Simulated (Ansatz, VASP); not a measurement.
# ScTe2: VASP beside Ansatz

```
Sc Te
1.0
     0.00000    3.57901    3.57901
     3.57901    0.00000    3.57901
     3.57901    3.57901    0.00000
Sc Te
1 2
Direct
  0.00000 0.00000 0.00000
  0.25000 0.25000 0.25000
  0.75000 0.75000 0.75000
```

Alike in both runs: functional PBE; k mesh 4 × 4 × 4; occupations gaussian, width 0.1 eV; no spin polarisation.

Ansatz relaxed the structure, and its values are those at the end. VASP's run is a single point on that final structure, the one shown.

```csv
,VASP,Ansatz
version,VASP 6.6.1,Ansatz 0.2.0
potentials or method,"VASP PAW PBE potentials, release 64 (Sc_sv, Te), cutoff 520 eV","scalar-relativistic, plane waves, PAW"
valence electrons in the cell,23,43
```

|  | VASP | Ansatz | Ansatz less VASP |
| --- | --- | --- | --- |
| gap on the k mesh at the Fermi level (eV) | none | none | - |
| pressure (GPa) | -0.3 | -0.4 | -0.06 |

A gap of «none» marks a metal or a gap that the smearing closes. The functional is the same, so the differences come from potentials, cutoffs and numerics. VASP's potentials hold 23 valence electrons a cell and Ansatz's 43, so a difference there can come from the potentials and not from the codes.

The k mesh is coarse, so the values compare programs but aren't converged. Neither program's run includes spin-orbit coupling.
